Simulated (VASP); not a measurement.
# Ti (P6/mmm) in VASP: further runs, part 2 of 2

VASP 6.6.1. The steps go on from the part before.

### Step 3. Single point, LDA

This run uses another cell than the first one, of 13.97 Å³/atom, 1.050 times its volume.

INCAR

```
ALGO = Normal
EDIFF = 1E-6
ENCUT = 520
ISIF = 2
ISMEAR = 0
LASPH = True
LCHARG = False
LREAL = False
LWAVE = False
NBANDS = 25
NELM = 80
PREC = Accurate
SIGMA = 0.05
```

KPOINTS

```
k-points
0
Gamma
  7 7 9
```

POSCAR

```
Ti
1.0
    4.2599505032      0.0000000000      0.0000000000
   -2.1299752516      3.6892253547      0.0000000000
    0.0000000000      0.0000000000      2.6673611475
Ti
3
Direct
    0.0000000000      0.0000000000      0.0000000000
    0.3333333333      0.6666666667      0.5000000000
    0.6666666667      0.3333333333      0.5000000000
```

Potentials or basis: VASP PAW LDA potentials, release 64 (Ti_sv).

Started as:

```console
$ cat potpaw_LDA.64/Ti_sv/POTCAR > POTCAR
$ mpirun -np 1 vasp_std > vasp.out
```

OUTCAR:

```text
EDIFF = 1E-6
   ENCUT = 520
   ISIF = 2
   ISMEAR = 0
   LASPH = True
   LREAL = False
   NELM = 80
   PREC = Accurate

 ion  position               nearest neighbor table
   1  0.000  0.000  0.000-   2 2.80   3 2.80   2 2.80   3 2.80   3 2.80   3 2.80   2 2.80   2 2.80
                             3 2.80   3 2.80   2 2.80   2 2.80
   2  0.333  0.667  0.500-   3 2.46   3 2.46   3 2.46   1 2.80   1 2.80   1 2.80   1 2.80   1 2.80
                             1 2.80
   3  0.667  0.333  0.500-   2 2.46   2 2.46   2 2.46   1 2.80   1 2.80   1 2.80   1 2.80   1 2.80
[... 865 lines left out ...]
     24      13.6735      0.00000
     25      13.7874      0.00000

 [... further k-points ...]
[... 5 lines left out ...]
  --------------------------------------------------------------------------------------
  -------------------------------------------------------------------------------------
  Total        5.1734658      5.1734658      5.1676173      0.0000000     -0.0000000      0.0000000
  in kB      197.7291088    197.7291088    197.5055786      0.0000000     -0.0000000      0.0000000
  external PRESSURE =     197.6545988 kB  Pullay stress =       0.0000000 kB

 VOLUME and BASIS-vectors are now :
 -----------------------------------------------------------------------------
  energy-cutoff  :      520.00
  volume of cell :       41.92
      direct lattice vectors                 reciprocal lattice vectors
     4.259950503  0.000000000  0.000000000     0.234744512  0.135529807  0.000000000
    -2.129975252  3.689225355  0.000000000     0.000000000  0.271059614  0.000000000
     0.000000000  0.000000000  2.667361147     0.000000000  0.000000000  0.374902364

 POSITION                                       TOTAL-FORCE (eV/Angst)
 -----------------------------------------------------------------------------------
      0.00000      0.00000      0.00000         0.000000      0.000000      0.000000
     -0.00000      2.45948      1.33368        -0.000000      0.000000      0.000000
      2.12998      1.22974      1.33368         0.000000      0.000000      0.000000
 -----------------------------------------------------------------------------------
    total drift:                               -0.000000      0.000000      0.000000

  FREE ENERGIE OF THE ION-ELECTRON SYSTEM (eV)
  ---------------------------------------------------
  free  energy   TOTEN  =       -25.4062352275 eV

  energy  without entropy=      -25.4009667669  energy(sigma->0) =      -25.40360100
```

stdout:

```text
POSCAR found type information on POSCAR Ti
 POSCAR found :  1 types and       3 ions
 scaLAPACK will be used
 LDA part: xc-table for (Slater(with rela. corr.)+CA(PZ))
 , standard interpolation
 POSCAR, INCAR and KPOINTS ok, starting setup
 FFT: planning ... GRIDC
 FFT: planning ... GRID_SOFT
 FFT: planning ... GRID
 WAVECAR not read
 entering main loop
```

It took 14 s on 1 thread of Intel Xeon 6975P-C (Granite Rapids), shared host; peak memory 0.15 GiB.

What came out:

- Free energy: -25.4062 eV
- Pressure: 19.8 GPa
- Band gap on the k mesh: zero (band 18 reaches 10.73 eV, above the bottom of band 19 at 10.26 eV)

### Step 4. Single point, LDA

This run uses another cell than the first one, of 14.79 Å³/atom, 1.112 times its volume.

INCAR

```
ALGO = Normal ; EDIFF = 1E-6
ENCUT = 520 ; ISIF = 2
ISMEAR = 0 ; LASPH = T
LCHARG = F ; LREAL = F
LWAVE = F ; NBANDS = 25
NELM = 80 ; PREC = Accurate
SIGMA = 0.05
```

KPOINTS is that of step 3.

POSCAR

```
Ti
1.0
    4.3462903114      0.0000000000      0.0000000000
   -2.1731451557      3.7639978219      0.0000000000
    0.0000000000      0.0000000000      2.7122126918
Ti
3
Direct
    0.0000000000      0.0000000000      0.0000000000
    0.3333333333      0.6666666667      0.5000000000
    0.6666666667      0.3333333333      0.5000000000
```

Started as:

```console
$ cat potpaw_LDA.64/Ti_sv/POTCAR > POTCAR
$ mpirun -np 1 vasp_std > vasp.out
```

Wall time 15 s (1 thread of Intel Xeon 6975P-C (Granite Rapids), shared host); peak memory 0.15 GiB.

It converged, with:

* Free energy: -25.6304 eV
* Pressure: 9.8 GPa
* Band gap on the k mesh: zero (band 18 reaches 10.01 eV, above the bottom of band 19 at 9.60 eV)

Levels at points of the mesh, in eV from the Fermi level:
```csv
k point,band 16,band 17,band 18,band 19,band 20,band 21
"(0.00, 0.00, 0.00)",-0.72,-0.60,-0.60,0.01,0.76,1.42
```

### Step 5. Single point, LDA

This run uses another cell than the first one, of 15.85 Å³/atom, 1.191 times its volume.

INCAR

```
SYSTEM = Ti
PREC = Accurate
ENCUT = 520
EDIFF = 1E-6
ISMEAR = 0
SIGMA = 0.05
LREAL = .False.
LASPH = .True.
NELM = 100
ALGO = Normal
ISIF = 2
LWAVE = .False.
LCHARG = .False.
GGA = CA
NBANDS = 25
```

KPOINTS

```
Automatic mesh
0
Gamma
  7 7 9
  0 0 0
```

POSCAR

```
Ti
1.0
    4.4523328800      0.0000000000      0.0000000000
   -2.2261664400      3.8558333802      0.0000000000
    0.0000000000      0.0000000000      2.7695463481
Ti
3
Direct
    0.0000000000      0.0000000000      0.0000000000
    0.3333333333      0.6666666667      0.5000000000
    0.6666666667      0.3333333333      0.5000000000
```

Potentials or basis: VASP PAW LDA potentials, release 64 (Ti_sv).

Started as:

```console
$ cat potpaw_LDA.64/Ti_sv/POTCAR > POTCAR
$ mpirun -np 1 vasp_std > vasp.out
```

OUTCAR:

```text
SYSTEM = Ti
   PREC = Accurate
   ENCUT = 520
   EDIFF = 1E-6
   ISMEAR = 0
   LREAL = .False.
   LASPH = .True.
   NELM = 100
   ISIF = 2
   GGA = CA

 ion  position               nearest neighbor table
   1  0.000  0.000  0.000-   2 2.92   3 2.92   2 2.92   3 2.92   3 2.92   3 2.92   2 2.92   2 2.92
                             3 2.92   3 2.92   2 2.92   2 2.92
   2  0.333  0.667  0.500-   3 2.57   3 2.57   3 2.57   1 2.92   1 2.92   1 2.92   1 2.92   1 2.92
                             1 2.92
   3  0.667  0.333  0.500-   2 2.57   2 2.57   2 2.57   1 2.92   1 2.92   1 2.92   1 2.92   1 2.92
                             1 2.92

  LATTYP: Found a hexagonal cell.
 ALAT       =     4.4523328800
 C/A-ratio  =     0.6220438639

  Lattice vectors:

 A1 = (   4.4523328800,   0.0000000000,   0.0000000000)
 A2 = (  -2.2261664400,   3.8558333802,   0.0000000000)
 A3 = (   0.0000000000,   0.0000000000,   2.7695463481)

Analysis of symmetry for initial positions (statically):
=====================================================================
 Subroutine PRICEL returns:
 Original cell was already a primitive cell.

 Routine SETGRP: Setting up the symmetry group for a
[... 165 lines left out ...]
  ext. energy  EPLUGINS =         0.00000000
  ---------------------------------------------------
  free energy    TOTEN  =       -25.72266021 eV

  energy without entropy =      -25.71915304  energy(sigma->0) =      -25.72090663

 E-fermi :   8.9881     XC(G=0): -12.2295

 val. band max:        8.9836494620   @ k =   0.4286   0.1429   0.2222
 cond. band min:       9.0052365580   @ k =   0.2857   0.0000   0.1111
 fundamental gap:      0.0215870960
 Fermi energy:         8.9881197348

 k-point     1 :       0.0000    0.0000    0.0000
  band No.  band energies     occupation
      1     -47.0786      2.00000
      2     -46.8115      2.00000
      3     -46.5915      2.00000
      4     -23.8107      2.00000
      5     -23.8107      2.00000
      6     -23.7516      2.00000
[... 661 lines left out ...]
     24      11.7584      0.00000
     25      11.8017      0.00000

 [... further k-points ...]
[... 5 lines left out ...]
  --------------------------------------------------------------------------------------
  -------------------------------------------------------------------------------------
  Total       -0.0314182     -0.0314182     -0.0298939      0.0000000      0.0000000      0.0000000
  in kB       -1.0587102     -1.0587102     -1.0073473      0.0000000      0.0000000      0.0000000
  external PRESSURE =      -1.0415892 kB  Pullay stress =       0.0000000 kB

 VOLUME and BASIS-vectors are now :
 -----------------------------------------------------------------------------
  energy-cutoff  :      520.00
  volume of cell :       47.55
      direct lattice vectors                 reciprocal lattice vectors
     4.452332880  0.000000000  0.000000000     0.224601356  0.129673653  0.000000000
    -2.226166440  3.855833380  0.000000000     0.000000000  0.259347306  0.000000000
     0.000000000  0.000000000  2.769546348     0.000000000  0.000000000  0.361069964

 POSITION                                       TOTAL-FORCE (eV/Angst)
 -----------------------------------------------------------------------------------
      0.00000      0.00000      0.00000        -0.000000      0.000000     -0.000000
     -0.00000      2.57056      1.38477         0.000000      0.000000      0.000000
      2.22617      1.28528      1.38477         0.000000     -0.000000     -0.000000
 -----------------------------------------------------------------------------------
    total drift:                                0.000000      0.000000     -0.000000

  FREE ENERGIE OF THE ION-ELECTRON SYSTEM (eV)
  ---------------------------------------------------
  free  energy   TOTEN  =       -25.7226602095 eV

  energy  without entropy=      -25.7191530410  energy(sigma->0) =      -25.72090663
```

It took 25 s on 1 thread of Intel Xeon 6975P-C (Granite Rapids), shared host; peak memory 0.17 GiB.

What came out:

```
Free energy            : -25.7227 eV
Pressure               : -0.1 GPa
Band gap on the k mesh : zero (band 18 reaches 9.18 eV, above the bottom of band 19 at 8.84 eV)
```

### Step 6. The runs side by side

| cell | gap on the mesh (eV) | pressure (GPa) |
| --- | --- | --- |
| a = 4.187, b = 4.187, c = 2.629 Å, angles 90.0, 90.0, 120.0°, 3 atoms | none | 29.7 |
| a = 4.260, b = 4.260, c = 2.667 Å, angles 90.0, 90.0, 120.0°, 3 atoms | none | 19.8 |
| a = 4.346, b = 4.346, c = 2.712 Å, angles 90.0, 90.0, 120.0°, 3 atoms | none | 9.8 |
| a = 4.452, b = 4.452, c = 2.770 Å, angles 90.0, 90.0, 120.0°, 3 atoms | none | -0.1 |

Alike in all rows: task single point; level LDA; potentials or basis VASP PAW LDA potentials, release 64 (Ti_sv); no spin polarisation; k mesh 7 × 7 × 9; cutoff (eV) 520; smearing gaussian 0.05 eV.

Total energies depend on the potentials used, so only differences within one code and one set of settings carry meaning.
